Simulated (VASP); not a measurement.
# Hf (Cmcm) in VASP: a series of runs, part 2 of 2

VASP 6.6.1.

### 3 Single point, PBEsol

This run uses another cell than the first one, of the same volume but with other edges.

Contents of INCAR:

```
PREC = Accurate ; ENCUT = 520
EDIFF = 1E-6 ; ISMEAR = 0
SIGMA = 0.15 ; LREAL = False
LASPH = True ; NELM = 80
ALGO = Fast ; ISIF = 2
LWAVE = False ; LCHARG = False
GGA = PS ; NBANDS = 17
```

Contents of KPOINTS:

```
regular mesh
0
Gamma
  18 18 10
```

Contents of POSCAR:

```
Hf
1.0
    3.3972891043      0.0000000000      0.0000000000
   -1.6986445521      2.1210767143      0.0000000000
    0.0000000000      0.0000000000      5.7456581652
Hf
2
Direct
    0.3333333333      0.6666666667      0.2500000000
    0.6666666667      0.3333333333      0.7500000000
```

Potentials or basis: VASP PAW PBE potentials, release 64 (Hf_pv).

On the command line:

```
cat potpaw_PBE.64/Hf_pv/POTCAR > POTCAR
mpirun -np 1 vasp_std > vasp.out
```

OUTCAR:

```text
PREC = Accurate
   ENCUT = 520
   EDIFF = 1E-6
   ISMEAR = 0
   LREAL = False
   LASPH = True
   NELM = 80
   ISIF = 2
   GGA = PS

 ion  position               nearest neighbor table
   1  0.333  0.667  0.250-   2 3.20   2 3.20   2 3.41   2 3.41   2 3.41   2 3.41
   2  0.667  0.333  0.750-   1 3.20   1 3.20   1 3.41   1 3.41   1 3.41   1 3.41

  Warning from LATTYP: Monoclinic adjustment (A1->A3, A2->A1, A3->A2)!
  LATTYP: Found a base centered orthorhombic cell.
 ALAT       =     3.3972891043
 B/A-ratio  =     1.2486877915
 C/A-ratio  =     1.6912479300

  Lattice vectors:

 A1 = (   1.6986445521,  -2.1210767143,   0.0000000000)
 A2 = (   1.6986445522,   2.1210767143,   0.0000000000)
 A3 = (   0.0000000000,   0.0000000000,   5.7456581652)

Analysis of symmetry for initial positions (statically):
=====================================================================
 Subroutine PRICEL returns:
 Original cell was already a primitive cell.

 Routine SETGRP: Setting up the symmetry group for a
 base centered orthorhombic supercell.

 Subroutine GETGRP returns: Found  8 space group operations
 (whereof  4 operations were pure point group operations)
 out of a pool of  8 trial point group operations.

The static configuration has the point symmetry C_2h.
 The point group associated with its full space group is D_2h.

Analysis of symmetry for dynamics (positions and initial velocities):
=====================================================================
 Subroutine PRICEL returns:
 Original cell was already a primitive cell.

 Routine SETGRP: Setting up the symmetry group for a
 base centered orthorhombic supercell.

 Subroutine GETGRP returns: Found  8 space group operations
 (whereof  4 operations were pure point group operations)
 out of a pool of  8 trial point group operations.

The dynamic configuration has the point symmetry C_2h.
 The point group associated with its full space group is D_2h.

 Subroutine INISYM returns: Found  8 space group operations
[... 110 lines left out ...]
   EMIN   =  10.00;   EMAX   =-10.00  energy-range for DOS
   EFERMI =   0.00;   METHOD = LEGACY
   ISMEAR =     0;   SIGMA  =   0.15  broadening in eV -4-tet -1-fermi 0-gaus
   EFERMI_NEDOS =   21; number of points for ismear=-14 and -15
   IALGO  =     68    algorithm
   IMIX   =      4    mixing-type and parameters
     AMIX     =   0.40;   BMIX     =  1.00
     AMIX_MAG =   1.60;   BMIX_MAG =  1.00
  volume/ion in A,a.u.               =      20.70       139.70
  Fermi-wavevector in a.u.,A,eV,Ry     =   1.284523  2.427397 22.449610  1.650000
  Thomas-Fermi vector in A             =   2.416712
   LORBIT       =      0    0 simple, 1 ext, 2 COOP (PROOUT), +10 PAW based schemes
   GGA     = PS    functional components
   LHFCALC =     F    Hartree Fock is set to
   AEXX    =    0.0000 exact exchange contribution
   IVDW    =     0    specifies the selected vdW correction
   LEPSILON=     F    determine dielectric tensor
   LRPA    =     F    only Hartree local field effects (RPA)
 non-spin polarized calculation
 RMM-DIIS sequential band-by-band and
 Gauss-broadening in eV      SIGMA  =   0.15
  energy-cutoff  :      520.00
  volume of cell :       41.40
 maximum number of plane-waves:      1142
 NGX is ok and might be reduce to    28

 number of electron      20.0000001 magnetization

 Free energy of the ion-electron system (eV)
  ---------------------------------------------------
  ext. energy  EPLUGINS =         0.00000000
  ---------------------------------------------------
  free energy    TOTEN  =       -19.87704630 eV

  energy without entropy =      -19.85437406  energy(sigma->0) =      -19.86571018

 E-fermi :   4.8219     XC(G=0): -11.6879

 val. band max:        4.8203099585   @ k =   0.2222   0.3889   0.4000
 cond. band min:       4.8229725275   @ k =  -0.4444   0.0556   0.0000
 fundamental gap:      0.0026625689
 Fermi energy:         4.8219022793

 k-point     1 :       0.0000    0.0000    0.0000
  band No.  band energies     occupation
      1     -25.4774      2.00000
      2     -24.8655      2.00000
      3     -24.4635      2.00000
      4     -24.4276      2.00000
      5     -24.2149      2.00000
      6     -24.1726      2.00000
[... 457 lines left out ...]
      4     -24.8256      2.00000
      5     -24.3726      2.00000
      6     -24.3235      2.00000
[... 9 lines left out ...]
     16      11.1328      0.00000
     17      11.4844      0.00000

 [... further k-points ...]
[... 5 lines left out ...]
  --------------------------------------------------------------------------------------
  -------------------------------------------------------------------------------------
  Total        1.5543233      5.9143927     -2.1362209      0.0000000      0.0000000      0.0000000
  in kB       60.1482867    228.8716886    -82.6662188      0.0000000      0.0000000      0.0000000
  external PRESSURE =      68.7845855 kB  Pullay stress =       0.0000000 kB

 VOLUME and BASIS-vectors are now :
 -----------------------------------------------------------------------------
  energy-cutoff  :      520.00
  volume of cell :       41.40
      direct lattice vectors                 reciprocal lattice vectors
     3.397289104  0.000000000  0.000000000     0.294352341  0.235729333  0.000000000
    -1.698644552  2.121076714  0.000000000     0.000000000  0.471458667  0.000000000
     0.000000000  0.000000000  5.745658165     0.000000000  0.000000000  0.174044465

 POSITION                                       TOTAL-FORCE (eV/Angst)
 -----------------------------------------------------------------------------------
     -0.00000      1.41405      1.43641        -0.000000     -0.690316      0.000000
      1.69864      0.70703      4.30924         0.000000      0.690316     -0.000000
 -----------------------------------------------------------------------------------
    total drift:                                0.000000     -0.000000     -0.000000

  FREE ENERGIE OF THE ION-ELECTRON SYSTEM (eV)
  ---------------------------------------------------
  free  energy   TOTEN  =       -19.8770463037 eV

  energy  without entropy=      -19.8543740581  energy(sigma->0) =      -19.86571018
```

OSZICAR:

```text
N       E                     dE             d eps       ncg     rms          rms(c)
[... 11 lines left out ...]
RMM:  12    -0.198770748565E+02    0.54200E-04   -0.42044E-05 22044   0.433E-02    0.276E-01
RMM:  13    -0.198770718030E+02    0.30536E-05   -0.54231E-06 21069   0.165E-02    0.244E-01
RMM:  14    -0.198770646065E+02    0.71965E-05   -0.24408E-06 18032   0.103E-02    0.207E-01
RMM:  15    -0.198770529953E+02    0.11611E-04   -0.86711E-06 21994   0.202E-02    0.137E-01
RMM:  16    -0.198770501756E+02    0.28197E-05   -0.29253E-06 17743   0.124E-02    0.112E-01
RMM:  17    -0.198770479369E+02    0.22387E-05   -0.15300E-06 13800   0.857E-03    0.805E-02
RMM:  18    -0.198770461964E+02    0.17406E-05   -0.67929E-06 21316   0.168E-02    0.149E-02
RMM:  19    -0.198770463037E+02   -0.10733E-06   -0.55118E-07 12316   0.503E-03
   1 F= -.19877046E+02 E0= -.19865710E+02  d E =-.226722E-01
```

It took 6.9 min on 1 thread of Intel Xeon Platinum 8375C at 2.90GHz (Ice Lake), shared host; peak memory 0.43 GiB.

Results:

| Quantity | Value |
| --- | --- |
| Free energy | -19.8770 eV |
| Pressure | 6.9 GPa |
| Largest force | 0.690 eV/Å |
| Band gap on the k mesh | zero (band 10 reaches 5.95 eV, above the bottom of band 11 at 4.09 eV) |

Forces in eV/Å, atoms in the order of the input:
```
Hf   0.000 -0.690  0.000
Hf   0.000  0.690  0.000
```

Stress tensor (GPa, compression positive):
```
 6.01  0.00  0.00
 0.00 22.89  0.00
 0.00  0.00 -8.27
```

Caveat: the cell differs from its parent crystal (strain +e along x and -e along y +0.1500, strain +e along z and -e/2 along x and y +0.1500); the PAW data sets were made with another functional, which shifts forces and pressure a little; spin-orbit coupling is left out, which moves the levels of the heavy elements.

### 4 Single point, PBEsol

Contents of INCAR:

```
PREC = Accurate
ENCUT = 520
EDIFF = 1E-6
ISMEAR = 0
SIGMA = 0.15
LREAL = F
LASPH = T
NELM = 100
ALGO = Fast
ISIF = 2
LWAVE = F
LCHARG = F
GGA = PS
NBANDS = 17
```

KPOINTS is that of step 3.

Contents of POSCAR:

```
Hf
1.0
    2.9232487641      0.0000000000      0.0000000000
   -1.4616243821      3.3526696453      0.0000000000
    0.0000000000      0.0000000000      4.2467908178
Hf
2
Direct
    0.3333333333      0.6666666667      0.2500000000
    0.6666666667      0.3333333333      0.7500000000
```

Potentials or basis: VASP PAW PBE potentials, release 64 (Hf_pv).

On the command line:

```
cat potpaw_PBE.64/Hf_pv/POTCAR > POTCAR
mpirun -np 1 vasp_std > vasp.out
```

OUTCAR:

```text
PREC = Accurate
   ENCUT = 520
   EDIFF = 1E-6
   ISMEAR = 0
   LREAL = F
   LASPH = T
   NELM = 100
   ISIF = 2
   GGA = PS

 ion  position               nearest neighbor table
   1  0.333  0.667  0.250-   2 2.81   2 2.81   2 2.81   2 2.81   2 3.08   2 3.08
   2  0.667  0.333  0.750-   1 2.81   1 2.81   1 2.81   1 2.81   1 3.08   1 3.08

  LATTYP: Found a base centered orthorhombic cell.
 ALAT       =     2.9232487641
 B/A-ratio  =     2.2937970155
 C/A-ratio  =     1.4527640856

  Lattice vectors:

 A1 = (   1.4616243821,  -3.3526696453,   0.0000000000)
 A2 = (   1.4616243820,   3.3526696453,   0.0000000000)
 A3 = (   0.0000000000,   0.0000000000,   4.2467908178)

Analysis of symmetry for initial positions (statically):
=====================================================================
 Subroutine PRICEL returns:
 Original cell was already a primitive cell.

 Routine SETGRP: Setting up the symmetry group for a
 base centered orthorhombic supercell.

 Subroutine GETGRP returns: Found  8 space group operations
 (whereof  4 operations were pure point group operations)
 out of a pool of  8 trial point group operations.

The static configuration has the point symmetry C_2h.
 The point group associated with its full space group is D_2h.

Analysis of symmetry for dynamics (positions and initial velocities):
=====================================================================
 Subroutine PRICEL returns:
 Original cell was already a primitive cell.

 Routine SETGRP: Setting up the symmetry group for a
 base centered orthorhombic supercell.

 Subroutine GETGRP returns: Found  8 space group operations
 (whereof  4 operations were pure point group operations)
 out of a pool of  8 trial point group operations.

The dynamic configuration has the point symmetry C_2h.
 The point group associated with its full space group is D_2h.

 Subroutine INISYM returns: Found  8 space group operations
 (whereof  4 operations are pure point group operations),
 and found     1 'primitive' translations

----------------------------------------------------------------------------------------

                                     Primitive cell

  volume of cell :      41.6215

  direct lattice vectors                    reciprocal lattice vectors
     2.923248764  0.000000000  0.000000000     0.342085153  0.149134884  0.000000000
    -1.461624382  3.352669645  0.000000000     0.000000000  0.298269769  0.000000000
     0.000000000  0.000000000  4.246790818     0.000000000  0.000000000  0.235471923

  length of vectors
     2.923248764  3.657422533  4.246790818     0.373180205  0.298269769  0.235471923

  position of ions in fractional coordinates (direct lattice)
     0.333333333  0.666666667  0.250000000
     0.666666667  0.333333333  0.750000000

  ion indices of the primitive-cell ions
   primitive index   ion index
                 1           1
                 2           2

----------------------------------------------------------------------------------------

 KPOINTS: regular mesh

Automatic generation of k-mesh.
 Grid dimensions read from file:
 generate k-points for:   18   18   10

 Generating k-lattice:

  Cartesian coordinates                     Fractional coordinates (reciprocal lattice)
     0.019004731  0.008285271  0.000000000     0.055555556  0.000000000  0.000000000
     0.000000000  0.016570543  0.000000000     0.000000000  0.055555556  0.000000000
     0.000000000  0.000000000  0.023547192     0.000000000  0.000000000  0.100000000

  Length of vectors
     0.020732234  0.016570543  0.023547192

  Shift w.r.t. Gamma in fractional coordinates (k-lattice)
     0.000000000  0.000000000  0.000000000

 Subroutine IBZKPT returns following result:
 ===========================================

 Found    546 irreducible k-points:

 Following reciprocal coordinates:
            Coordinates               Weight
  0.000000  0.000000  0.000000      1.000000
  0.055556 -0.000000  0.000000      4.000000
  0.111111 -0.000000  0.000000      4.000000
  0.166667  0.000000  0.000000      4.000000
  0.222222  0.000000  0.000000      4.000000
  0.277778  0.000000  0.000000      4.000000
[... 16 lines left out ...]
 -0.333333  0.055556  0.000000      4.000000
 -0.277778  0.055556  0.000000      4.000000
 [... further k-points ...]
   k-points           NKPTS =    546   k-points in BZ     NKDIM =    546   number of bands    NBANDS=     17
   number of dos      NEDOS =    301   number of ions     NIONS =      2
   total plane-waves  NPLWV =  21504
   dimension x,y,z NGX =    24 NGY =   28 NGZ =   32
   dimension x,y,z NGXF=    48 NGYF=   56 NGZF=   64
   ions per type =               2
   NGX,Y,Z   is equivalent  to a cutoff of  13.65, 12.73, 12.53 a.u.
   NGXF,Y,Z  is equivalent  to a cutoff of  27.30, 25.45, 25.05 a.u.
 SYSTEM =  unknown system
   PREC   = accura    normal or accurate (medium, high low for compatibility)
   ISTART =      0    job   : 0-new  1-cont  2-samecut
   ICHARG =      2    charge: 1-file 2-atom 10-const
   ISPIN  =      1    spin polarized calculation?
   LNONCOLLINEAR =      F non collinear calculations
   LSORBIT =      F    spin-orbit coupling
   LASPH  =      T    aspherical Exc in radial PAW
   ENCUT  =  520.0 eV  38.22 Ry    6.18 a.u.   5.44  6.80  7.90*2*pi/ulx,y,z
   NELM   =    100;   NELMIN=  2; NELMDL= -5     # of ELM steps
   EDIFF  = 0.1E-05   stopping-criterion for ELM
   LREAL  =      F    real-space projection
   EDIFFG = 0.1E-04   stopping-criterion for IOM
   NSW    =      0    number of steps for IOM
   IBRION =     -1    ionic relax: 0-MD 1-quasi-New 2-CG
   NFREE  =      0    steps in history (QN), initial steepest desc. (CG)
   ISIF   =      2    stress and relaxation
   ISYM   =      2    0-nonsym 1-usesym 2-fastsym
   POTIM  = 0.5000    time-step for ionic-motion
   TEBEG  =    0.0;   TEEND  =   0.0 temperature during run
   PSTRESS=    0.0 pullay stress
   NELECT =      20.0000    total number of electrons
   NUPDOWN=      -1.0000    fix difference up-down
   EMIN   =  10.00;   EMAX   =-10.00  energy-range for DOS
   EFERMI =   0.00;   METHOD = LEGACY
   ISMEAR =     0;   SIGMA  =   0.15  broadening in eV -4-tet -1-fermi 0-gaus
   EFERMI_NEDOS =   21; number of points for ismear=-14 and -15
   IALGO  =     68    algorithm
   IMIX   =      4    mixing-type and parameters
     AMIX     =   0.40;   BMIX     =  1.00
     AMIX_MAG =   1.60;   BMIX_MAG =  1.00
  volume/ion in A,a.u.               =      20.81       140.44
  Fermi-wavevector in a.u.,A,eV,Ry     =   1.282269  2.423136 22.370875  1.644213
  Thomas-Fermi vector in A             =   2.414590
   LORBIT       =      0    0 simple, 1 ext, 2 COOP (PROOUT), +10 PAW based schemes
   GGA     = PS    functional components
   LHFCALC =     F    Hartree Fock is set to
   AEXX    =    0.0000 exact exchange contribution
   IVDW    =     0    specifies the selected vdW correction
   LEPSILON=     F    determine dielectric tensor
   LRPA    =     F    only Hartree local field effects (RPA)
 non-spin polarized calculation
 RMM-DIIS sequential band-by-band and
 Gauss-broadening in eV      SIGMA  =   0.15
  energy-cutoff  :      520.00
  volume of cell :       41.62
 maximum number of plane-waves:      1144
 NGX is ok and might be reduce to    24

 number of electron      19.9999998 magnetization

 Free energy of the ion-electron system (eV)
  ---------------------------------------------------
  ext. energy  EPLUGINS =         0.00000000
  ---------------------------------------------------
  free energy    TOTEN  =       -20.21148184 eV

  energy without entropy =      -20.19136965  energy(sigma->0) =      -20.20142574

 E-fermi :   4.8774     XC(G=0): -11.6669

 val. band max:        4.8695186029   @ k =  -0.3333   0.1111   0.1000
 cond. band min:       4.8809524199   @ k =  -0.2778   0.0556   0.4000
 fundamental gap:      0.0114338170
 Fermi energy:         4.8773940738

 k-point     1 :       0.0000    0.0000    0.0000
  band No.  band energies     occupation
      1     -26.0115      2.00000
      2     -25.2850      2.00000
      3     -24.9034      2.00000
      4     -24.8713      2.00000
      5     -24.4824      2.00000
      6     -24.4802      2.00000
[... 9 lines left out ...]
     16       9.2326      0.00000
     17       9.7616      0.00000
[... 441 lines left out ...]
 k-point    24 :      -0.2778    0.0556    0.0000
  band No.  band energies     occupation
      1     -25.7200      2.00000
      2     -25.4446      2.00000
      3     -25.3988      2.00000
      4     -24.9584      2.00000
      5     -24.7890      2.00000
      6     -24.6776      2.00000
[... 9 lines left out ...]
     16      11.2550      0.00000
     17      12.0461      0.00000

 [... further k-points ...]
[... 5 lines left out ...]
  --------------------------------------------------------------------------------------
  -------------------------------------------------------------------------------------
  Total        4.0830272     -1.9012902      4.6265915      0.0000000     -0.0000000      0.0000000
  in kB      157.1720972    -73.1882864    178.0960676      0.0000000     -0.0000000      0.0000000
  external PRESSURE =      87.3599595 kB  Pullay stress =       0.0000000 kB

 VOLUME and BASIS-vectors are now :
 -----------------------------------------------------------------------------
  energy-cutoff  :      520.00
  volume of cell :       41.62
      direct lattice vectors                 reciprocal lattice vectors
     2.923248764  0.000000000  0.000000000     0.342085153  0.149134884  0.000000000
    -1.461624382  3.352669645  0.000000000     0.000000000  0.298269769  0.000000000
     0.000000000  0.000000000  4.246790818     0.000000000  0.000000000  0.235471923

 POSITION                                       TOTAL-FORCE (eV/Angst)
 -----------------------------------------------------------------------------------
     -0.00000      2.23511      1.06170        -0.000000      1.074965     -0.000000
      1.46162      1.11756      3.18509         0.000000     -1.074965      0.000000
 -----------------------------------------------------------------------------------
    total drift:                               -0.000000      0.000000      0.000000

  FREE ENERGIE OF THE ION-ELECTRON SYSTEM (eV)
  ---------------------------------------------------
  free  energy   TOTEN  =       -20.2114818413 eV

  energy  without entropy=      -20.1913696478  energy(sigma->0) =      -20.20142574
```

Run time: 4.5 min. Hardware: 1 thread of Intel Xeon Platinum 8375C at 2.90GHz (Ice Lake), shared host; peak memory 0.42 GiB.

Results:

```
Free energy            : -20.2115 eV
Pressure               : 8.7 GPa
Largest force          : 1.075 eV/Å
Band gap on the k mesh : zero (band 10 reaches 5.74 eV, above the bottom of band 11 at 4.17 eV)
```

Forces in eV/Å, atoms in the order of the input:
```
Hf   0.000  1.075  0.000
Hf   0.000 -1.075  0.000
```

Caveat: the cell differs from its parent crystal (strain +e along x and -e along y -0.1500, strain +e along z and -e/2 along x and y -0.1500); the PAW data sets were made with another functional, which shifts forces and pressure a little; spin-orbit coupling is left out, which moves the levels of the heavy elements.

### 5 Summary

| cell | gap on the mesh (eV) | pressure (GPa) | largest force (eV/Å) |
| --- | --- | --- | --- |
| a = 2.449, b = 3.187, c = 5.746 Å, angles 90.0, 90.0, 112.6°, 2 atoms | none | 10.5 | 0.34 |
| a = 3.397, b = 2.717, c = 5.746 Å, angles 90.0, 90.0, 128.7°, 2 atoms | none | 6.9 | 0.69 |
| a = 2.923, b = 3.657, c = 4.247 Å, angles 90.0, 90.0, 113.6°, 2 atoms | none | 8.7 | 1.07 |

Alike in all rows: task single point; level PBEsol; potentials or basis VASP PAW PBE potentials, release 64 (Hf_pv); no spin polarisation; k mesh 18 × 18 × 10; cutoff (eV) 520; smearing gaussian 0.15 eV.

Caveats: the PAW data sets were made with another functional, which shifts forces and pressure a little; spin-orbit coupling is left out, which moves the levels of the heavy elements.

Total energies depend on the potentials used, so only differences within one code and one set of settings carry meaning.
